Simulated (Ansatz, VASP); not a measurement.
Two plane-wave programs on LaB

```
La B
1.0
     3.33512    0.00000    0.00000
     0.00000    3.33512    0.00000
     0.00000    0.00000    3.73918
La B
1 1
Direct
  0.50000 0.50000 0.50000
  0.00000 0.00000 0.00000
```

Change from the starting cell: species swapped into the TiRh type (P4/mmm, No. 123).

Alike in both runs: task single point; functional PBE; k mesh 6 × 6 × 6; occupations gaussian, width 0.1 eV; no spin polarisation.

|  | VASP | Ansatz |
| --- | --- | --- |
| version | VASP 6.6.1 | Ansatz 0.2.0 |
| potentials or method | VASP PAW PBE potentials, release 64 (La, B), cutoff 520 eV | scalar-relativistic, plane waves, PAW |
| valence electrons in the cell | 14 | 14 |

```csv
,VASP,Ansatz,Ansatz less VASP
gap on the k mesh at the Fermi level (eV),none,none,-
pressure (GPa),-3.3,-3.3,+0.04
"traceless stress, the component that is largest in VASP (GPa)",-2.28,-2.24,+0.042
```

A gap of «none» marks a metal or a gap that the smearing closes.

Spin-orbit coupling is off throughout.
